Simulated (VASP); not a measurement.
Runs of VASP 6.6.1 on Zn. The structure is that of space group Fm-3m (No. 225), or close to it. The cells are those of the table. 

| level | cell | k mesh | smearing | gap on the mesh (eV) | pressure (GPa) |
| --- | --- | --- | --- | --- | --- |
| PBE | a = 2.740 Å, angles 60.0°, 1 atom | 48 × 48 × 48 | fermi-dirac 0.0612256 eV | none | 3.7 |
| r2SCAN | a = 2.731 Å, angles 60.0°, 1 atom | 15 × 15 × 15 | fermi-dirac 0.1 eV | none | (a) |
| PBE | a = 2.721 Å, angles 60.0°, 1 atom | 16 × 16 × 16 | fermi-dirac 0.0612256 eV | none | 5.4 |
| r2SCAN | a = 2.701 Å, angles 60.0°, 1 atom | 15 × 15 × 15 | fermi-dirac 0.1 eV | none | 2.9 |
| PBE | a = 2.796 Å, angles 60.0°, 1 atom | 16 × 16 × 16 | fermi-dirac 0.0612256 eV | none | -1.0 |
| PBE | a = 2.759 Å, angles 60.0°, 1 atom | 48 × 48 × 48 | fermi-dirac 0.0612256 eV | none | (b) |
| r2SCAN | a = 2.759 Å, angles 60.0°, 1 atom | 15 × 15 × 15 | fermi-dirac 0.1 eV | none | -2.7 |
| PBE | a = 2.796 Å, angles 60.0°, 1 atom | 24 × 24 × 24 | fermi-dirac 0.0612256 eV | none | -1.0 |

Alike in all rows: task single point; potentials or basis VASP PAW PBE potentials, release 64 (Zn); no spin polarisation; cutoff (eV) 520.

Question: Fill in the values left out.

Answer: (a) -0.2; (b) 1.9.

Caveats: the PAW data sets were made with another functional, which shifts forces and pressure a little (some runs).

A gap of «none» marks levels without a gap at the run's occupations.
